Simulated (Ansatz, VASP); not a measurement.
**MgO in VASP and in Ansatz**

```xyz
2
Lattice="0.0000 2.1953 2.0197 2.1953 0.0000 2.0197 2.1953 2.1953 0.0000" Properties=species:S:1:pos:R:3 pbc="T T T"
Mg    0.0000    0.0000    0.0000
O     2.1953    2.1953    2.0197
```

Alike in both runs: task single point; functional PBE; k mesh 10 × 10 × 10; occupations gaussian, width 0.05 eV; no spin polarisation.

|  | VASP | Ansatz |
| --- | --- | --- |
| version | VASP 6.6.1 | Ansatz 0.2.0 |
| potentials or method | VASP PAW PBE potentials, release 64 (Mg, O), cutoff 520 eV | scalar-relativistic, plane waves, PAW |
| valence electrons in the cell | 8 | 16 |

Ansatz gave:

- gap on the k mesh at the Fermi level (eV): 4.25
- least direct gap on the mesh (eV): 4.25
- pressure (GPa): 0.5
- traceless stress, the component that is largest in VASP (GPa): 11.05

Problem. Which values does VASP return?

Solution. gap on the k mesh at the Fermi level (eV): 4.24; least direct gap on the mesh (eV): 4.24; pressure (GPa): -0.3; traceless stress, the component that is largest in VASP (GPa): 11.12.

The functional is the same, so the differences come from potentials, cutoffs and numerics. VASP's potentials hold 8 valence electrons a cell and Ansatz's 16, so a difference there can come from the potentials and not from the codes.
